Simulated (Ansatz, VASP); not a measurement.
HfSiO4: VASP beside Ansatz

Contents of POSCAR:

```
HfSiO4
1.0
   -3.2908231527      3.2908231527      2.9857689456
    3.2908231527     -3.2908231527      2.9857689456
    3.2908231527      3.2908231527     -2.9857689456
Hf Si O
2 2 8
Direct
    0.0000000000      0.0000000000      0.0000000000
    0.7500000000      0.2500000000      0.5000000000
    0.2500000000      0.7500000000      0.5000000000
    0.5000000000      0.5000000000      0.0000000000
    0.1352530325      0.3198800075      0.8153730251
    0.0698800075      0.7545069824      0.6846269749
    0.0698800075      0.3852530325      0.3153730251
    0.5045069824      0.3198800075      0.1846269749
    0.6801199925      0.4954930176      0.8153730251
    0.6147469675      0.9301199925      0.6846269749
    0.2454930176      0.9301199925      0.3153730251
    0.6801199925      0.8647469675      0.1846269749
```

INCAR.step1

```
PREC = Accurate
ENCUT = 520
ISMEAR = 0
SIGMA = 0.01
LREAL = F
LASPH = T
NELM = 100
NBANDS = 50
GGA = PE
ALGO = Normal
EDIFF = 1E-4
LWAVE = T
LCHARG = F
```

Contents of INCAR.step2:

```
PREC = Accurate
ENCUT = 520
EDIFF = 1E-6
ISMEAR = 0
SIGMA = 0.01
LREAL = F
LASPH = T
NELM = 100
ALGO = Normal
ISIF = 2
LWAVE = F
LCHARG = F
METAGGA = R2SCAN
LMIXTAU = T
NBANDS = 50
ISTART = 1
```

The input KPOINTS:

```
regular mesh
0
Gamma
  6 6 6
```

Input for Ansatz:

```yaml
crystal:
  lattice:
    - [-3.2908231527, 3.2908231527, 2.9857689456]
    - [3.2908231527, -3.2908231527, 2.9857689456]
    - [3.2908231527, 3.2908231527, -2.9857689456]
  atoms:
    - { symbol: Hf, position: [0.0, 0.0, 0.0] }
    - { symbol: Hf, position: [0.75, 0.25, 0.5] }
    - { symbol: Si, position: [0.25, 0.75, 0.5] }
    - { symbol: Si, position: [0.5, 0.5, 0.0] }
    - { symbol: O, position: [0.1352530325, 0.3198800075, 0.8153730251] }
    - { symbol: O, position: [0.0698800075, 0.7545069824, 0.6846269749] }
    - { symbol: O, position: [0.0698800075, 0.3852530325, 0.3153730251] }
    - { symbol: O, position: [0.5045069824, 0.3198800075, 0.1846269749] }
    - { symbol: O, position: [0.6801199925, 0.4954930176, 0.8153730251] }
    - { symbol: O, position: [0.6147469675, 0.9301199925, 0.6846269749] }
    - { symbol: O, position: [0.2454930176, 0.9301199925, 0.3153730251] }
    - { symbol: O, position: [0.6801199925, 0.8647469675, 0.1846269749] }
kpoints:
  mp_grid: { grid: [6, 6, 6] }
  band_path:
    path:
      - [0.0, 0.0, 0.0]
      - [0.0, 0.0, 0.5]
      - [-0.5, 0.5, 0.5]
      - [0.4557990254, 0.4557990254, -0.4557990254]
      - [-0.4557990254, 0.5442009746, 0.4557990254]
      - [0.25, 0.25, 0.25]
      - [0.0, 0.5, 0.0]
      - [0.1666666667, 0.1666666667, 0.1666666667]
      - [0.052083, 0.052083, -0.052083]
      - [0.1875, 0.302083, 0.25]
    npoints: 1
hamiltonian:
  xc: r2scan
scf:
  occupations: { method: fixed }
  n_extra_bands: 7
output:
  forces: true
  stress: true
  eigenvalues: true
  write_density: true
  write_potential: true
  elf: true
  volumetric_format: npy
```

Alike in both runs: task single point; functional r2SCAN; k mesh 6 × 6 × 6; no spin polarisation.

```csv
,VASP,Ansatz
version,VASP 6.6.1,Ansatz 0.2.0
potentials or method,"VASP PAW PBE potentials, release 64 (Hf_pv, Si, O)","plane waves, PAW"
plane-wave cutoff (eV),520,500
occupations,"gaussian, width 0.01 eV",fixed
valence electrons in the cell,76,108
```

Ansatz gave:

| Quantity | Value |
| --- | --- |
| gap on the k mesh at the Fermi level (eV) | 6.01 |
| pressure (GPa) | 0.0 |
| traceless stress, the component that is largest in VASP (GPa) | 0.00 |
| rms of the force components (eV/Å) | 0.000 |

Problem. What did VASP give for the same quantities?

Solution. gap on the k mesh at the Fermi level (eV): 5.96; pressure (GPa): -1.8; traceless stress, the component that is largest in VASP (GPa): 0.42; rms of the force components (eV/Å): 0.103.

VASP's potentials were made for PBE, not for r2SCAN. Atom by atom the forces differ by 0.102 eV/Å (rms over components). VASP's potentials hold 76 valence electrons a cell and Ansatz's 108, so a difference there can come from the potentials and not from the codes.

Spin-orbit coupling is off throughout.
